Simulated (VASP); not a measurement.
A run of VASP 6.6.1 is set up as follows.

Contents of POSCAR:

```
FeSi
1.0
    4.3585745700      0.0000000000      0.0000000000
    0.0000000000      4.3585745700      0.0000000000
    0.0000000000      0.0000000000      4.3585745700
Fe Si
4 4
Direct
    0.1366600336      0.1366600336      0.1366600336
    0.3633399664      0.8633399664      0.6366600336
    0.6366600336      0.3633399664      0.8633399664
    0.8633399664      0.6366600336      0.3633399664
    0.8411319744      0.8411319744      0.8411319744
    0.6588680256      0.1588680256      0.3411319744
    0.3411319744      0.6588680256      0.1588680256
    0.1588680256      0.3411319744      0.6588680256
```

Contents of INCAR.step1:

```
PREC = Accurate ; ENCUT = 520
ISMEAR = 0 ; SIGMA = 0.01
LREAL = False ; LASPH = True
NELM = 80 ; NBANDS = 34
GGA = PE ; ALGO = Normal
EDIFF = 1E-4 ; LWAVE = True
LCHARG = False
```

File INCAR.step2:

```
PREC = Accurate ; ENCUT = 520
EDIFF = 1E-6 ; ISMEAR = 0
SIGMA = 0.01 ; LREAL = False
LASPH = True ; NELM = 80
ALGO = Normal ; ISIF = 2
LWAVE = False ; LCHARG = False
METAGGA = R2SCAN ; LMIXTAU = True
NBANDS = 34 ; ISTART = 1
```

File KPOINTS:

```
regular mesh
0
Gamma
  6 6 6
```

Potentials or basis: VASP PAW PBE potentials, release 64 (Fe, Si).

Command:

```bash
$ cat potpaw_PBE.64/Fe/POTCAR potpaw_PBE.64/Si/POTCAR > POTCAR
$ cp INCAR.step1 INCAR
$ mpirun -np 1 vasp_std > vasp.out
$ cp INCAR.step2 INCAR
$ mpirun -np 1 vasp_std > vasp.out
```

Predict the band gap on the k mesh.

0.33 eV (least direct gap 0.36 eV).

What does it give for the pressure?

8.9 GPa.

Forces in eV/Å, atoms in the order of the input:
```
Fe   0.101  0.101  0.101
Fe  -0.101 -0.101  0.101
Fe   0.101 -0.101 -0.101
Fe  -0.101  0.101 -0.101
Si   0.038  0.038  0.038
Si  -0.038 -0.038  0.038
Si   0.038 -0.038 -0.038
Si  -0.038  0.038 -0.038
```

Caveat: the cell stands under pressure; the PAW data sets were made with another functional, which shifts forces and pressure a little. Spin polarisation is off, so any magnetic state and its effect on volume and gap are missing.
